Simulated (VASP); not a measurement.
# C (Amm2) in VASP: notebook

The runs below take C through single point, with PBE.

The COD entry that gives the cell may itself be a prediction, so a difference from it is no test against experiment.

Program: VASP 6.6.1. These are calculated values, not measurements. Logs are shortened: lines on timing, memory, paths and dates and some standing lists are left out, and cuts for length are marked.

**1. The cell of the first run**

Symmetry: Amm2, No. 38, orthorhombic system. The conventional cell has a = 8.166 Å, b = 2.476 Å, c = 4.289 Å, α = 90.00°, β = 90.00°, γ = 90.00°. Within 2.0 Å of C (site symmetry m) lie 4 C at 1.47 to 1.63 Å. Within 1.9 Å of C (site symmetry m) lie 4 C at 1.41 to 1.58 Å. Within 2.0 Å of C (site symmetry m) lie 4 C at 1.47 to 1.63 Å. C (site symmetry m) has 4 C at 1.41 to 1.58 Å within 1.9 Å.

**2. Single point, PBE**

Contents of INCAR:

```
SYSTEM = C
ALGO = Normal
EDIFF = 1E-6
ENCUT = 520
GGA = PE
ISIF = 2
ISMEAR = 0
LASPH = .TRUE.
LCHARG = .FALSE.
LREAL = .FALSE.
LWAVE = .FALSE.
NBANDS = 26
NELM = 80
PREC = Accurate
SIGMA = 0.05
```

Contents of KPOINTS:

```
k-points
0
G
  12 12 4
  0 0 0
```

Contents of POSCAR:

```
C
1.0
    2.4760125462      0.0000000000      0.0000000000
   -1.2380062731      2.1442897651      0.0000000000
    0.0000000000      0.0000000000      8.1660035800
C
8
Direct
   -0.0137570027     -0.0275140053      0.0929732494
   -0.0137570027     -0.0275140053      0.5929732494
   -0.0137570027     -0.0275140053      0.4070267506
   -0.0137570027     -0.0275140053      0.9070267506
    0.3470903360      0.6941806720      0.1555299995
    0.6804236693      0.3608473387      0.6555299995
    0.3470903360      0.6941806720      0.3444700005
    0.6804236693      0.3608473387      0.8444700005
```

Potentials or basis: VASP PAW PBE potentials, release 64 (C).

On the command line:

```
$ cat potpaw_PBE.64/C/POTCAR > POTCAR
$ mpirun -np 1 vasp_std > vasp.out
```

OUTCAR:

```text
SYSTEM = C
   EDIFF = 1E-6
   ENCUT = 520
   GGA = PE
   ISIF = 2
   ISMEAR = 0
   LASPH = .TRUE.
   LREAL = .FALSE.
   NELM = 80
   PREC = Accurate

 ion  position               nearest neighbor table
   1  0.986  0.972  0.093-   5 1.47   5 1.47   4 1.52   5 1.63
   2  0.986  0.972  0.593-   6 1.41   3 1.52   6 1.58   6 1.58
   3  0.986  0.972  0.407-   7 1.47   7 1.47   2 1.52   7 1.63
   4  0.986  0.972  0.907-   8 1.41   1 1.52   8 1.58   8 1.58
   5  0.347  0.694  0.156-   1 1.47   1 1.47   7 1.54   1 1.63
   6  0.680  0.361  0.656-   2 1.41   8 1.54   2 1.58   2 1.58
   7  0.347  0.694  0.344-   3 1.47   3 1.47   5 1.54   3 1.63
   8  0.680  0.361  0.844-   4 1.41   6 1.54   4 1.58   4 1.58

  LATTYP: Found a hexagonal cell.
 ALAT       =     2.4760125462
 C/A-ratio  =     3.2980461236

  Lattice vectors:

 A1 = (   2.4760125462,   0.0000000000,   0.0000000000)
 A2 = (  -1.2380062731,   2.1442897651,   0.0000000000)
 A3 = (   0.0000000000,   0.0000000000,   8.1660035800)

Analysis of symmetry for initial positions (statically):
=====================================================================
 Subroutine PRICEL returns:
 Original cell was already a primitive cell.

 Routine SETGRP: Setting up the symmetry group for a
 hexagonal supercell.

 Subroutine GETGRP returns: Found  4 space group operations
 (whereof  2 operations were pure point group operations)
 out of a pool of 24 trial point group operations.

The static configuration has the point symmetry C_1h.
 The point group associated with its full space group is C_2v.

Analysis of symmetry for dynamics (positions and initial velocities):
=====================================================================
 Subroutine PRICEL returns:
 Original cell was already a primitive cell.

 Routine SETGRP: Setting up the symmetry group for a
 hexagonal supercell.

 Subroutine GETGRP returns: Found  4 space group operations
 (whereof  2 operations were pure point group operations)
 out of a pool of 24 trial point group operations.

The dynamic configuration has the point symmetry C_1h.
 The point group associated with its full space group is C_2v.

 Subroutine INISYM returns: Found  4 space group operations
 (whereof  2 operations are pure point group operations),
 and found     1 'primitive' translations

----------------------------------------------------------------------------------------

                                     Primitive cell

  volume of cell :      43.3557

  direct lattice vectors                    reciprocal lattice vectors
     2.476012546  0.000000000  0.000000000     0.403875175  0.233177441  0.000000000
    -1.238006273  2.144289765  0.000000000     0.000000000  0.466354882  0.000000000
     0.000000000  0.000000000  8.166003580     0.000000000  0.000000000  0.122458923

  length of vectors
     2.476012546  2.476012546  8.166003580     0.466354882  0.466354882  0.122458923

  position of ions in fractional coordinates (direct lattice)
     0.986242997  0.972485995  0.092973249
     0.986242997  0.972485995  0.592973249
     0.986242997  0.972485995  0.407026751
     0.986242997  0.972485995  0.907026751
     0.347090336  0.694180672  0.155529999
     0.680423669  0.360847339  0.655529999
     0.347090336  0.694180672  0.344470001
     0.680423669  0.360847339  0.844470001

  ion indices of the primitive-cell ions
   primitive index   ion index
                 1           1
                 2           2
                 3           3
                 4           4
                 5           5
                 6           6
                 7           7
                 8           8

----------------------------------------------------------------------------------------

 KPOINTS: k-points

Automatic generation of k-mesh.
 Grid dimensions read from file:
 generate k-points for:   12   12    4

 Generating k-lattice:

  Cartesian coordinates                     Fractional coordinates (reciprocal lattice)
     0.033656265  0.019431453  0.000000000     0.083333333  0.000000000  0.000000000
     0.000000000  0.038862907  0.000000000     0.000000000  0.083333333  0.000000000
     0.000000000  0.000000000  0.030614731     0.000000000  0.000000000  0.250000000

  Length of vectors
     0.038862907  0.038862907  0.030614731

  Shift w.r.t. Gamma in fractional coordinates (k-lattice)
     0.000000000  0.000000000  0.000000000

 Subroutine IBZKPT returns following result:
 ===========================================

 Found    129 irreducible k-points:

 Following reciprocal coordinates:
            Coordinates               Weight
  0.000000  0.000000  0.000000      1.000000
  0.083333 -0.000000  0.000000      4.000000
  0.000000  0.083333  0.000000      2.000000
  0.166667  0.000000  0.000000      4.000000
  0.000000  0.166667  0.000000      2.000000
  0.250000 -0.000000  0.000000      4.000000
[... 16 lines left out ...]
 -0.083333  0.416667  0.000000      4.000000
 -0.416667  0.333333  0.000000      4.000000
 [... further k-points ...]
   k-points           NKPTS =    129   k-points in BZ     NKDIM =    129   number of bands    NBANDS=     26
   number of dos      NEDOS =    301   number of ions     NIONS =      8
   total plane-waves  NPLWV =  20736
   dimension x,y,z NGX =    18 NGY =   18 NGZ =   64
   dimension x,y,z NGXF=    36 NGYF=   36 NGZF=  128
   ions per type =               8
   NGX,Y,Z   is equivalent  to a cutoff of  12.09, 12.09, 13.03 a.u.
   NGXF,Y,Z  is equivalent  to a cutoff of  24.17, 24.17, 26.06 a.u.
 SYSTEM =  C
   PREC   = accura    normal or accurate (medium, high low for compatibility)
   ISTART =      0    job   : 0-new  1-cont  2-samecut
   ICHARG =      2    charge: 1-file 2-atom 10-const
   ISPIN  =      1    spin polarized calculation?
   LNONCOLLINEAR =      F non collinear calculations
   LSORBIT =      F    spin-orbit coupling
   LASPH  =      T    aspherical Exc in radial PAW
   ENCUT  =  520.0 eV  38.22 Ry    6.18 a.u.   4.60  4.60 15.18*2*pi/ulx,y,z
   NELM   =     80;   NELMIN=  2; NELMDL= -5     # of ELM steps
   EDIFF  = 0.1E-05   stopping-criterion for ELM
   LREAL  =      F    real-space projection
   EDIFFG = 0.1E-04   stopping-criterion for IOM
   NSW    =      0    number of steps for IOM
   IBRION =     -1    ionic relax: 0-MD 1-quasi-New 2-CG
   NFREE  =      0    steps in history (QN), initial steepest desc. (CG)
   ISIF   =      2    stress and relaxation
   ISYM   =      2    0-nonsym 1-usesym 2-fastsym
   POTIM  = 0.5000    time-step for ionic-motion
   TEBEG  =    0.0;   TEEND  =   0.0 temperature during run
   PSTRESS=    0.0 pullay stress
   NELECT =      32.0000    total number of electrons
   NUPDOWN=      -1.0000    fix difference up-down
   EMIN   =  10.00;   EMAX   =-10.00  energy-range for DOS
   EFERMI =   0.00;   METHOD = LEGACY
   ISMEAR =     0;   SIGMA  =   0.05  broadening in eV -4-tet -1-fermi 0-gaus
   EFERMI_NEDOS =   21; number of points for ismear=-14 and -15
   IALGO  =     38    algorithm
   IMIX   =      4    mixing-type and parameters
     AMIX     =   0.40;   BMIX     =  1.00
     AMIX_MAG =   1.60;   BMIX_MAG =  1.00
  volume/ion in A,a.u.               =       5.42        36.57
  Fermi-wavevector in a.u.,A,eV,Ry     =   1.479481  2.795815 29.781322  2.188865
  Thomas-Fermi vector in A             =   2.593634
   LORBIT       =      0    0 simple, 1 ext, 2 COOP (PROOUT), +10 PAW based schemes
   GGA     = PE    functional components
   LHFCALC =     F    Hartree Fock is set to
   AEXX    =    0.0000 exact exchange contribution
   IVDW    =     0    specifies the selected vdW correction
   LEPSILON=     F    determine dielectric tensor
   LRPA    =     F    only Hartree local field effects (RPA)
 non-spin polarized calculation
 Gauss-broadening in eV      SIGMA  =   0.05
  energy-cutoff  :      520.00
  volume of cell :       43.36
 maximum number of plane-waves:      1190
   NGX =  9   NGY =  9   NGZ = 31

 number of electron      32.0000001 magnetization

 Free energy of the ion-electron system (eV)
  ---------------------------------------------------
  ext. energy  EPLUGINS =         0.00000000
  ---------------------------------------------------
  free energy    TOTEN  =       -71.50712700 eV

  energy without entropy =      -71.50712700  energy(sigma->0) =      -71.50712700

 E-fermi :  11.5887     XC(G=0): -13.4762

 val. band max:       11.3761115436   @ k =   0.0000   0.0000   0.0000
 cond. band min:      14.4744590187   @ k =   0.5000  -0.0000   0.0000
 fundamental gap:      3.0983474751
 Fermi energy:        11.5886582050

 k-point     1 :       0.0000    0.0000    0.0000
  band No.  band energies     occupation
      1     -11.7529      2.00000
      2     -10.0606      2.00000
      3      -9.9551      2.00000
      4      -5.8477      2.00000
      5      -3.5384      2.00000
      6       3.3830      2.00000
[... 18 lines left out ...]
     25      19.1727      0.00000
     26      20.0437      0.00000

 k-point     2 :       0.0833   -0.0000    0.0000
  band No.  band energies     occupation
      1     -11.5765      2.00000
      2      -9.8868      2.00000
      3      -9.7822      2.00000
      4      -5.6921      2.00000
      5      -3.3721      2.00000
      6       3.4730      2.00000
[... 18 lines left out ...]
     25      19.6764      0.00000
     26      20.4602      0.00000

 k-point     3 :       0.0000    0.0833    0.0000
  band No.  band energies     occupation
      1     -11.5765      2.00000
      2      -9.8869      2.00000
      3      -9.7822      2.00000
      4      -5.6918      2.00000
      5      -3.3725      2.00000
      6       3.4705      2.00000
[... 572 lines left out ...]
 k-point    23 :      -0.0833    0.4167    0.0000
  band No.  band energies     occupation
      1      -8.1522      2.00000
      2      -6.5266      2.00000
      3      -6.4664      2.00000
      4      -2.7421      2.00000
      5      -2.0951      2.00000
      6      -0.5824      2.00000
[... 18 lines left out ...]
     25      22.1540      0.00000
     26      22.9499      0.00000

 k-point    24 :      -0.4167    0.3333    0.0000
  band No.  band energies     occupation
      1      -8.1452      2.00000
      2      -6.5181      2.00000
      3      -6.4656      2.00000
      4      -2.7575      2.00000
      5      -2.0834      2.00000
      6      -0.6931      2.00000
[... 18 lines left out ...]
     25      21.9158      0.00000
     26      23.1573      0.00000

 [... further k-points ...]
[... 5 lines left out ...]
  --------------------------------------------------------------------------------------
  -------------------------------------------------------------------------------------
  Total        7.9123306      9.5551358      7.7404302      0.0000000      0.0000000      0.0000000
  in kB      292.3944516    353.1031299    286.0419975      0.0000000      0.0000000      0.0000000
  external PRESSURE =     310.5131930 kB  Pullay stress =       0.0000000 kB

 VOLUME and BASIS-vectors are now :
 -----------------------------------------------------------------------------
  energy-cutoff  :      520.00
  volume of cell :       43.36
      direct lattice vectors                 reciprocal lattice vectors
     2.476012546  0.000000000  0.000000000     0.403875175  0.233177441  0.000000000
    -1.238006273  2.144289765  0.000000000     0.000000000  0.466354882  0.000000000
     0.000000000  0.000000000  8.166003580     0.000000000  0.000000000  0.122458923

 POSITION                                       TOTAL-FORCE (eV/Angst)
 -----------------------------------------------------------------------------------
      1.23801      2.08529      0.75922         0.000000      3.506839     -0.497149
      1.23801      2.08529      4.84222         0.000000      4.839791     -0.621885
      1.23801      2.08529      3.32378         0.000000      3.506839      0.497149
      1.23801      2.08529      7.40678         0.000000      4.839791      0.621885
      0.00000      1.48852      1.27006        -0.000000     -3.513662      0.552431
      1.23801      0.77376      5.35306        -0.000000     -4.832969      0.675698
      0.00000      1.48852      2.81294        -0.000000     -3.513662     -0.552431
      1.23801      0.77376      6.89595        -0.000000     -4.832969     -0.675698
 -----------------------------------------------------------------------------------
    total drift:                                0.000000     -0.000161     -0.000000

  FREE ENERGIE OF THE ION-ELECTRON SYSTEM (eV)
  ---------------------------------------------------
  free  energy   TOTEN  =       -71.5071270007 eV

  energy  without entropy=      -71.5071270007  energy(sigma->0) =      -71.50712700
```

Wall time 68 s (1 thread of AMD EPYC 9R45 (Zen 5), shared host); peak memory 0.18 GiB.

Results:

```yaml
Free_energy: -71.5071 eV
Pressure: 31.1 GPa
Largest_force: 4.880 eV/Å
Band_gap_on_the_k_mesh: 3.10 eV, indirect (least direct gap 3.49 eV)
```

Forces in eV/Å, atoms in the order of the input:
```
C    0.000  3.507 -0.497
C    0.000  4.840 -0.622
C    0.000  3.507  0.497
C    0.000  4.840  0.622
C    0.000 -3.514  0.552
C    0.000 -4.833  0.676
C    0.000 -3.514 -0.552
C    0.000 -4.833 -0.676
```

Stress tensor (GPa, compression positive):
```
29.24  0.00  0.00
 0.00 35.31  0.00
 0.00  0.00 28.60
```

Caveat: forces of over 1 eV/Å act on the atoms, so gaps and moduli don't describe the material at rest. A k mesh can miss the band edges.

[end of part 1 of 2]
